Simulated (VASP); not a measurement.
The system is Mg.

```
Mg
1.0
     2.92775    0.00000    0.00000
     0.00000    2.92775    0.00000
     0.00000    0.00000    2.92775
Mg
1
Direct
  0.00000 0.00000 0.00000
```

* Program: VASP 6.6.1
* Task: relaxation of cell and atoms
* Functional: RPBE
* Potentials or basis: VASP PAW PBE potentials, release 64 (Mg)
* Cutoff: 600 eV
* k mesh: 11 × 11 × 11
* Occupations: fermi-dirac, width 0.1 eV
* Spin: no spin polarisation

At the start: pressure 3.4 GPa; volume 25.10 Å³/atom.

Problem. How do energy, volume and symmetry change on relaxing?

Solution. Over 4 steps the energy falls by 31.4 meV/atom and the volume is 28.39 Å³/atom (+13.1 %); space group Pm-3m (No. 221, to 0.05 Å).

Step by step:
```
step  energy change (eV)  largest force (eV/Å)  pressure (GPa)  volume (Å³)
   1              0.0000                0.0000            3.40        25.10
   2             -0.0271                0.0000            1.12        27.08
   3             -0.0311                0.0000           -0.23        28.69
   4             -0.0314                0.0000           -0.02        28.39
```

Final structure:
```
Mg
1.0
     3.05073    0.00000    0.00000
     0.00000    3.05073    0.00000
     0.00000    0.00000    3.05073
Mg
1
Direct
  0.00000 0.00000 0.00000
```

Caveat: the PAW data sets were made with another functional, which shifts forces and pressure a little.
